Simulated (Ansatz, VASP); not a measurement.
# MoS2: VASP beside Ansatz

INCAR

```
PREC = Accurate
ENCUT = 520
EDIFF = 1E-6
ISMEAR = 0
SIGMA = 0.05
LREAL = False
LASPH = True
NELM = 150
ALGO = Normal
ISIF = 2
LWAVE = False
LCHARG = False
ISPIN = 2
MAGMOM = 2 -2 0 0 0 0
LORBIT = 11
LMAXMIX = 4
LDAU = True
LDAUTYPE = 2
LDAUL = 2 -1
LDAUU = 2 0
LDAUJ = 0 0
LDAUPRINT = 1
NBANDS = 39
```

File KPOINTS:

```
Automatic mesh
0
Gamma
  7 7 2
```

Contents of POSCAR:

```
MoS2
1.0
    3.1610015200      0.0000000000      0.0000000000
   -1.5805007600      2.7375076200      0.0000000000
    0.0000000000      0.0000000000     12.2949997000
Mo S
2 4
Direct
    0.3333333333      0.6666666667      0.2500000000
    0.6666666667      0.3333333333      0.7500000000
    0.3333333333      0.6666666667      0.6275000000
    0.6666666667      0.3333333333      0.1275000000
    0.3333333333      0.6666666667      0.8725000000
    0.6666666667      0.3333333333      0.3725000000
```

Input for Ansatz:

```yaml
crystal:
  lattice:
    - [3.16100152, 0.0, 0.0]
    - [-1.58050076, 2.73750762, 0.0]
    - [0.0, 0.0, 12.2949997]
  atoms:
    - { symbol: Mo, position: [0.3333333333, 0.6666666667, 0.25], spin: 2.0 }
    - { symbol: Mo, position: [0.6666666667, 0.3333333333, 0.75], spin: -2.0 }
    - { symbol: S, position: [0.3333333333, 0.6666666667, 0.6275] }
    - { symbol: S, position: [0.6666666667, 0.3333333333, 0.1275] }
    - { symbol: S, position: [0.3333333333, 0.6666666667, 0.8725] }
    - { symbol: S, position: [0.6666666667, 0.3333333333, 0.3725] }
basis:
  ecutwfc: 420
  ecutrho_ratio: 4
kpoints:
  mp_grid: { grid: [7, 7, 2] }
hamiltonian:
  xc: lda
  hubbard:
    sites: [{ site: 0, l: d, u_eff: 2.0 }, { site: 1, l: d, u_eff: 2.0 }]
scf:
  occupations: { method: gaussian, width: 0.05 }
output:
  forces: true
  stress: true
  eigenvalues: true
  populations: true
  hubbard: { sites: [{ site: 0, l: d }, { site: 1, l: d }] }
  write_density: true
  write_potential: true
  elf: true
  volumetric_format: npy
magnetization:
  spin_polarized: true
```

Alike in both runs: task single point; functional LDA; k mesh 7 × 7 × 2; occupations gaussian, width 0.05 eV; collinear spin; Hubbard terms Mo d U = 2.0 eV.

|  | VASP | Ansatz |
| --- | --- | --- |
| version | VASP 6.6.1 | Ansatz 0.2.0 |
| potentials or method | VASP PAW LDA potentials, release 64 (Mo_sv, S), cutoff 520 eV | scalar-relativistic, plane waves, PAW |
| valence electrons in the cell | 52 | 52 |

Ansatz gave:

| Item | Value |
| --- | --- |
| gap on the k mesh at the Fermi level (eV) | 0.92 |
| least direct gap on the mesh (eV) | 2.05 |
| pressure (GPa) | 1.0 |
| traceless stress, the component that is largest in VASP (GPa) | 4.58 |
| rms of the force components (eV/Å) | 0.348 |
| net moment per atom (μB) | 0.00 |

Question: Estimate VASP's values.

Answer: gap on the k mesh at the Fermi level (eV): 0.96; least direct gap on the mesh (eV): 1.98; pressure (GPa): 2.3; traceless stress, the component that is largest in VASP (GPa): 4.61; rms of the force components (eV/Å): 0.421; net moment per atom (μB): 0.00.

LDA's correlation is that of Perdew and Zunger in VASP and of Perdew and Wang (1992) in Ansatz. The programs project onto different local orbitals, so the same U acts differently, and such runs can settle in different states. Atom by atom the forces differ by 0.073 eV/Å (rms over components). Ansatz's warnings: seeded moment not kept.
